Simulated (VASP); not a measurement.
# ZnS (P1) in VASP: single point with r2SCAN

Aim: the single point of ZnS with r2SCAN.

All numbers are computed with VASP 6.6.1; they aren't measurements. Logs are shortened: lines on timing, memory, paths and dates and some standing lists are left out, and cuts for length are marked.

### 1 The cell of the first run

The typed cell holds 16 atoms: a = 6.358 Å, b = 6.358 Å, c = 6.358 Å, α = 90.00°, β = 90.00°, γ = 90.00°.

### 2 Single point, r2SCAN

Contents of POSCAR:

```
ZnS
1.0
    6.3584677178      0.0000000000      0.0000000000
    0.0000000000      6.3584677178      0.0000000000
    0.0000000000      0.0000000000      6.3584677178
Zn S
8 8
Direct
    0.0060799239     -0.0049197387      0.0031529609
    0.0065666764      0.0009796385      0.4960335005
    0.0056098421      0.5060368540      0.0014915543
    0.0059515911      0.5076451031      0.4979201186
    0.4869336666     -0.0051281223     -0.0000913742
    0.5007462712     -0.0038046902      0.5078489258
    0.4948443776      0.4980028429      0.0026791046
    0.5051835037      0.4968431295      0.4988184482
    0.2307414404      0.2406790548      0.2478760717
    0.2550567325      0.2545995469      0.7519483014
    0.2566437501      0.7512224976      0.2411557419
    0.2481077313      0.7511728001      0.7584465651
    0.7477755980      0.2339816865      0.2498690047
    0.7470342244      0.2550344001      0.7497032637
    0.7536812661      0.7539291246      0.2404344990
    0.7366590833      0.7682413778      0.7445507644
```

Contents of INCAR.step1:

```
SYSTEM = ZnS
PREC = Accurate
ENCUT = 520
ISMEAR = -1
SIGMA = 0.039
LREAL = Auto
LASPH = .True.
NELM = 100
NBANDS = 86
GGA = PE
ALGO = Normal
EDIFF = 1E-4
LWAVE = .True.
LCHARG = .False.
```

Contents of INCAR.step2:

```
SYSTEM = ZnS
PREC = Accurate
ENCUT = 520
EDIFF = 1E-7
ISMEAR = -1
SIGMA = 0.039
LREAL = Auto
LASPH = .True.
NELM = 100
ALGO = Normal
ISIF = 2
LWAVE = .False.
LCHARG = .False.
METAGGA = R2SCAN
LMIXTAU = .True.
NBANDS = 86
ISTART = 1
```

Contents of KPOINTS:

```
Automatic mesh
0
Gamma
  2 2 2
  0 0 0
```

Potentials or basis: VASP PAW PBE potentials, release 64 (Zn, S).

On the command line:

```
$ cat potpaw_PBE.64/Zn/POTCAR potpaw_PBE.64/S/POTCAR > POTCAR
$ cp INCAR.step1 INCAR
$ mpirun -np 1 vasp_std > vasp.out
$ cp INCAR.step2 INCAR
$ mpirun -np 1 vasp_std > vasp.out
```

OUTCAR:

```text
SYSTEM = ZnS
   PREC = Accurate
   ENCUT = 520
   EDIFF = 1E-7
   ISMEAR = -1
   LREAL = Auto
   LASPH = .True.
   NELM = 100
   ISIF = 2
   METAGGA = R2SCAN
   ISTART = 1

 ion  position               nearest neighbor table
   1  0.006  0.995  0.003-   9 2.63  12 2.68  15 2.68  11 2.69  13 2.73  16 2.78  10 2.79  14 2.84

   2  0.007  0.001  0.496-   9 2.62  13 2.71  16 2.76  12 2.77  11 2.77  15 2.77  10 2.78  14 2.82

   3  0.006  0.506  0.001-  12 2.68  11 2.70   9 2.71  15 2.71  10 2.75  14 2.80  13 2.86  16 2.89

   4  0.006  0.508  0.498-   9 2.73  12 2.74  11 2.76  15 2.78  10 2.78  14 2.80  16 2.85  13 2.87

   5  0.487  0.995  1.000-  11 2.63  12 2.66  16 2.69  10 2.72  15 2.75   9 2.75  13 2.75  14 2.83

   6  0.501  0.996  0.508-  16 2.57  13 2.73  14 2.74  12 2.75  10 2.75  11 2.78  15 2.80   9 2.85

   7  0.495  0.498  0.003-  11 2.68  10 2.69  12 2.73  14 2.75  15 2.76  13 2.81   9 2.82  16 2.83

   8  0.505  0.497  0.499-  14 2.70  10 2.74  16 2.75  13 2.77  11 2.79  15 2.80  12 2.83   9 2.87

   9  0.231  0.241  0.248-   2 2.62   1 2.63   3 2.71   4 2.73   5 2.75   7 2.82   6 2.85   8 2.87

  10  0.255  0.255  0.752-   7 2.69   5 2.72   8 2.74   6 2.75   3 2.75   4 2.78   2 2.78   1 2.79

  11  0.257  0.751  0.241-   5 2.63   7 2.68   1 2.69   3 2.70   4 2.76   2 2.77   6 2.78   8 2.79

  12  0.248  0.751  0.758-   5 2.66   1 2.68   3 2.68   7 2.73   4 2.74   6 2.75   2 2.77   8 2.83

  13  0.748  0.234  0.250-   2 2.71   6 2.73   1 2.73   5 2.75   8 2.77   7 2.81   3 2.86   4 2.87

  14  0.747  0.255  0.750-   8 2.70   6 2.74   7 2.75   3 2.80   4 2.80   2 2.82   5 2.83   1 2.84

  15  0.754  0.754  0.240-   1 2.68   3 2.71   5 2.75   7 2.76   2 2.77   4 2.78   6 2.80   8 2.80

  16  0.737  0.768  0.745-   6 2.57   5 2.69   8 2.75   2 2.76   1 2.78   7 2.83   4 2.85   3 2.89

  LATTYP: Found a simple cubic cell.
 ALAT       =     6.3584677178

  Lattice vectors:

 A1 = (   6.3584677178,   0.0000000000,   0.0000000000)
 A2 = (   0.0000000000,   6.3584677178,   0.0000000000)
 A3 = (   0.0000000000,   0.0000000000,   6.3584677178)

Analysis of symmetry for initial positions (statically):
=====================================================================
 Subroutine PRICEL returns:
 Original cell was already a primitive cell.

 Routine SETGRP: Setting up the symmetry group for a
 simple cubic supercell.

 Subroutine GETGRP returns: Found  1 space group operations
 (whereof  1 operations were pure point group operations)
 out of a pool of 48 trial point group operations.

The static configuration has the point symmetry C_1 .

Analysis of symmetry for dynamics (positions and initial velocities):
=====================================================================
 Subroutine PRICEL returns:
 Original cell was already a primitive cell.

 Routine SETGRP: Setting up the symmetry group for a
 simple cubic supercell.

 Subroutine GETGRP returns: Found  1 space group operations
 (whereof  1 operations were pure point group operations)
 out of a pool of 48 trial point group operations.

The dynamic configuration has the point symmetry C_1 .

 Subroutine INISYM returns: Found  1 space group operations
 (whereof  1 operations are pure point group operations),
 and found     1 'primitive' translations

----------------------------------------------------------------------------------------

                                     Primitive cell

  volume of cell :     257.0736

  direct lattice vectors                    reciprocal lattice vectors
     6.358467718  0.000000000  0.000000000     0.157270595  0.000000000  0.000000000
     0.000000000  6.358467718  0.000000000     0.000000000  0.157270595  0.000000000
     0.000000000  0.000000000  6.358467718     0.000000000  0.000000000  0.157270595

  length of vectors
     6.358467718  6.358467718  6.358467718     0.157270595  0.157270595  0.157270595

  position of ions in fractional coordinates (direct lattice)
     0.006079924  0.995080261  0.003152961
     0.006566676  0.000979638  0.496033500
     0.005609842  0.506036854  0.001491554
     0.005951591  0.507645103  0.497920119
     0.486933667  0.994871878  0.999908626
     0.500746271  0.996195310  0.507848926
[... 8 lines left out ...]
     0.753681266  0.753929125  0.240434499
     0.736659083  0.768241378  0.744550764

  ion indices of the primitive-cell ions
   primitive index   ion index
                 1           1
                 2           2
                 3           3
                 4           4
                 5           5
                 6           6
[... 8 lines left out ...]
                15          15
                16          16

----------------------------------------------------------------------------------------

 KPOINTS: Automatic mesh

Automatic generation of k-mesh.
 Grid dimensions read from file:
 generate k-points for:    2    2    2

 Generating k-lattice:

  Cartesian coordinates                     Fractional coordinates (reciprocal lattice)
     0.078635297  0.000000000  0.000000000     0.500000000  0.000000000  0.000000000
     0.000000000  0.078635297  0.000000000     0.000000000  0.500000000  0.000000000
     0.000000000  0.000000000  0.078635297     0.000000000  0.000000000  0.500000000

  Length of vectors
     0.078635297  0.078635297  0.078635297

  Shift w.r.t. Gamma in fractional coordinates (k-lattice)
     0.000000000  0.000000000  0.000000000

 Subroutine IBZKPT returns following result:
 ===========================================

 Found      8 irreducible k-points:

 Following reciprocal coordinates:
            Coordinates               Weight
  0.000000  0.000000  0.000000      1.000000
  0.500000  0.000000  0.000000      1.000000
  0.000000  0.500000  0.000000      1.000000
  0.000000  0.000000  0.500000      1.000000
  0.500000  0.500000  0.000000      1.000000
  0.000000  0.500000  0.500000      1.000000
  0.500000  0.000000  0.500000      1.000000
  0.500000  0.500000  0.500000      1.000000
   k-points           NKPTS =      8   k-points in BZ     NKDIM =      8   number of bands    NBANDS=     86
   number of dos      NEDOS =    301   number of ions     NIONS =     16
   total plane-waves  NPLWV = 110592
   dimension x,y,z NGX =    48 NGY =   48 NGZ =   48
   dimension x,y,z NGXF=    96 NGYF=   96 NGZF=   96
   ions per type =               8   8
   NGX,Y,Z   is equivalent  to a cutoff of  12.55, 12.55, 12.55 a.u.
   NGXF,Y,Z  is equivalent  to a cutoff of  25.10, 25.10, 25.10 a.u.
 SYSTEM =  ZnS
   PREC   = accura    normal or accurate (medium, high low for compatibility)
   ISTART =      1    job   : 0-new  1-cont  2-samecut
   ICHARG =      0    charge: 1-file 2-atom 10-const
   ISPIN  =      1    spin polarized calculation?
   LNONCOLLINEAR =      F non collinear calculations
   LSORBIT =      F    spin-orbit coupling
   LASPH  =      T    aspherical Exc in radial PAW
   ENCUT  =  520.0 eV  38.22 Ry    6.18 a.u.  11.82 11.82 11.82*2*pi/ulx,y,z
   NELM   =    100;   NELMIN=  2; NELMDL=  0     # of ELM steps
   EDIFF  = 0.1E-06   stopping-criterion for ELM
   LREAL  =      T    real-space projection
   EDIFFG = 0.1E-05   stopping-criterion for IOM
   NSW    =      0    number of steps for IOM
   IBRION =     -1    ionic relax: 0-MD 1-quasi-New 2-CG
   NFREE  =      0    steps in history (QN), initial steepest desc. (CG)
   ISIF   =      2    stress and relaxation
   ISYM   =      2    0-nonsym 1-usesym 2-fastsym
   POTIM  = 0.5000    time-step for ionic-motion
   TEBEG  =    0.0;   TEEND  =   0.0 temperature during run
   PSTRESS=    0.0 pullay stress
   NELECT =     144.0000    total number of electrons
   NUPDOWN=      -1.0000    fix difference up-down
   EMIN   =  10.00;   EMAX   =-10.00  energy-range for DOS
   EFERMI =   0.00;   METHOD = LEGACY
   ISMEAR =    -1;   SIGMA  =   0.04  broadening in eV -4-tet -1-fermi 0-gaus
   EFERMI_NEDOS =   21; number of points for ismear=-14 and -15
   IALGO  =     38    algorithm
   IMIX   =      4    mixing-type and parameters
     AMIX     =   0.40;   BMIX     =  1.00
     AMIX_MAG =   1.60;   BMIX_MAG =  1.00
  volume/ion in A,a.u.               =      16.07       108.43
  Fermi-wavevector in a.u.,A,eV,Ry     =   1.349511  2.550207 24.778668  1.821181
  Thomas-Fermi vector in A             =   2.477092
   LORBIT       =      0    0 simple, 1 ext, 2 COOP (PROOUT), +10 PAW based schemes
   METAGGA = R2SCAN    functional components
   LHFCALC =     F    Hartree Fock is set to
   AEXX    =    0.0000 exact exchange contribution
   IVDW    =     0    specifies the selected vdW correction
   LEPSILON=     F    determine dielectric tensor
   LRPA    =     F    only Hartree local field effects (RPA)
 non-spin polarized calculation
  energy-cutoff  :      520.00
  volume of cell :      257.07
 maximum number of plane-waves:      6968
 NGX is ok and might be reduce to    48
   NGX = 23   NGY = 23   NGZ = 23

 number of electron     143.9999952 magnetization

 Free energy of the ion-electron system (eV)
  ---------------------------------------------------
  ext. energy  EPLUGINS =         0.00000000
  ---------------------------------------------------
  free energy    TOTEN  =      -133.94546351 eV

  energy without entropy =     -133.88196048  energy(sigma->0) =     -133.91371200

 E-fermi :   4.9210     XC(G=0): -11.7240

 val. band max:        4.8993739028   @ k =   0.0000   0.0000   0.5000
 cond. band min:       4.9237110510   @ k =   0.5000   0.0000   0.0000
 fundamental gap:      0.0243371482
 Fermi energy:         4.9209799147

 k-point     1 :       0.0000    0.0000    0.0000
  band No.  band energies     occupation
      1     -10.4610      2.00000
      2      -8.9804      2.00000
      3      -8.9624      2.00000
      4      -8.9467      2.00000
      5      -8.0004      2.00000
      6      -7.9732      2.00000
[... 76 lines left out ...]
     83       9.1873      0.00000
     84      10.0192      0.00000

 k-point     2 :       0.5000    0.0000    0.0000
  band No.  band energies     occupation
      1      -9.8940      2.00000
      2      -9.7969      2.00000
      3      -8.5749      2.00000
      4      -8.5559      2.00000
      5      -8.4877      2.00000
      6      -8.4571      2.00000
[... 76 lines left out ...]
     83       9.3106      0.00000
     84       9.3464      0.00000

 k-point     3 :       0.0000    0.5000    0.0000
  band No.  band energies     occupation
      1      -9.9285      2.00000
      2      -9.7526      2.00000
      3      -8.6174      2.00000
      4      -8.5727      2.00000
      5      -8.4559      2.00000
      6      -8.4346      2.00000
[... 76 lines left out ...]
     83       9.3126      0.00000
     84       9.3420      0.00000

 k-point     4 :       0.0000    0.0000    0.5000
  band No.  band energies     occupation
      1      -9.9031      2.00000
      2      -9.7865      2.00000
      3      -8.5753      2.00000
      4      -8.5557      2.00000
      5      -8.4933      2.00000
      6      -8.4554      2.00000
[... 76 lines left out ...]
     83       9.2447      0.00000
     84       9.2814      0.00000

 k-point     5 :       0.5000    0.5000    0.0000
  band No.  band energies     occupation
      1      -9.4003      2.00000
      2      -9.3508      2.00000
      3      -9.2627      2.00000
      4      -9.1049      2.00000
      5      -8.1614      2.00000
      6      -8.0963      2.00000
[... 76 lines left out ...]
     83       8.4775      0.00000
     84       8.5866      0.00000

 k-point     6 :       0.0000    0.5000    0.5000
  band No.  band energies     occupation
      1      -9.4428      2.00000
      2      -9.3042      2.00000
      3      -9.2232      2.00000
      4      -9.1505      2.00000
      5      -8.2013      2.00000
      6      -8.0658      2.00000
[... 76 lines left out ...]
     83       8.5124      0.00000
     84       8.5939      0.00000

 k-point     7 :       0.5000    0.0000    0.5000
  band No.  band energies     occupation
      1      -9.4391      2.00000
      2      -9.3053      2.00000
      3      -9.2246      2.00000
      4      -9.1565      2.00000
      5      -8.1863      2.00000
      6      -8.0715      2.00000
[... 76 lines left out ...]
     83       8.4883      0.00000
     84       8.5892      0.00000

 k-point     8 :       0.5000    0.5000    0.5000
  band No.  band energies     occupation
      1      -8.9963      2.00000
      2      -8.9090      2.00000
      3      -8.8246      2.00000
      4      -8.7864      2.00000
      5      -8.7113      2.00000
      6      -8.6408      2.00000
[... 76 lines left out ...]
     83      10.7147      0.00000
     84      10.7414      0.00000
 [bands above 84 left out]

------------------------ aborting loop because EDIFF is reached ----------------------------------------

  FORCE on cell =-STRESS in cart. coord.  units (eV):
  Direction    XX          YY          ZZ          XY          YZ          ZX
  --------------------------------------------------------------------------------------
  -------------------------------------------------------------------------------------
  Total        2.1013344      0.6401155     -0.3768823      0.0779667     -0.0643720      0.0509140
  in kB       13.0962919      3.9894364     -2.3488695      0.4859171     -0.4011904      0.3173149
  external PRESSURE =       4.9122863 kB  Pullay stress =       0.0000000 kB

 VOLUME and BASIS-vectors are now :
 -----------------------------------------------------------------------------
  energy-cutoff  :      520.00
  volume of cell :      257.07
      direct lattice vectors                 reciprocal lattice vectors
     6.358467718  0.000000000  0.000000000     0.157270595  0.000000000  0.000000000
     0.000000000  6.358467718  0.000000000     0.000000000  0.157270595  0.000000000
     0.000000000  0.000000000  6.358467718     0.000000000  0.000000000  0.157270595

 POSITION                                       TOTAL-FORCE (eV/Angst)
 -----------------------------------------------------------------------------------
      0.03866      6.32719      0.02005        -0.085750      0.026561      0.020093
      0.04175      0.00623      3.15401        -0.044955      0.087112      0.032514
      0.03567      3.21762      0.00948        -0.015952     -0.081663      0.044357
      0.03784      3.22785      3.16601         0.012098     -0.071057      0.004290
      3.09615      6.32586      6.35789         0.088566      0.037728      0.038513
      3.18398      6.33428      3.22914         0.116711      0.047552     -0.011575
[... 8 lines left out ...]
      4.79226      4.79383      1.52880         1.017490     -1.028775     -0.295946
      4.68402      4.88484      4.73420        -0.505777      0.401018     -0.551191
 -----------------------------------------------------------------------------------
    total drift:                               -0.045901     -0.091089      0.003045

  FREE ENERGIE OF THE ION-ELECTRON SYSTEM (eV)
  ---------------------------------------------------
  free  energy   TOTEN  =      -133.9454635145 eV

  energy  without entropy=     -133.8819604758  energy(sigma->0) =     -133.91371200
```

Run time: 20 min. Hardware: 1 thread of AMD EPYC 7R43 (Zen 3), shared host; peak memory 0.35 GiB.

Results:

* Free energy: -133.9455 eV
* Pressure: 0.5 GPa
* Largest force: 1.477 eV/Å
* Band gap on the k mesh: zero (bands 72 and 73 overlap by 0.11 eV)

Forces in eV/Å, atoms in the order of the input:
```
Zn  -0.086  0.027  0.020
Zn  -0.045  0.087  0.033
Zn  -0.016 -0.082  0.044
Zn   0.012 -0.071  0.004
Zn   0.089  0.038  0.039
Zn   0.117  0.048 -0.012
Zn   0.055 -0.066 -0.024
Zn   0.091 -0.104  0.067
S   -0.751  0.405  0.043
S    0.696 -0.182 -0.219
S    0.959 -0.271  0.636
S   -1.177 -0.230 -0.235
S   -1.319 -0.128  0.320
S    0.863  1.158  0.131
S    1.017 -1.029 -0.296
S   -0.506  0.401 -0.551
```

Caveat: the k points lie up to 0.49 Å⁻¹ apart; the structure was generated, so it needn't be the stable form of ZnS; semilocal functionals underestimate gaps, and a narrow one can read as zero; the PAW data sets were made with another functional, which shifts forces and pressure a little.

The gap in the log of VASP goes by the Fermi energy; the results here count the filled bands.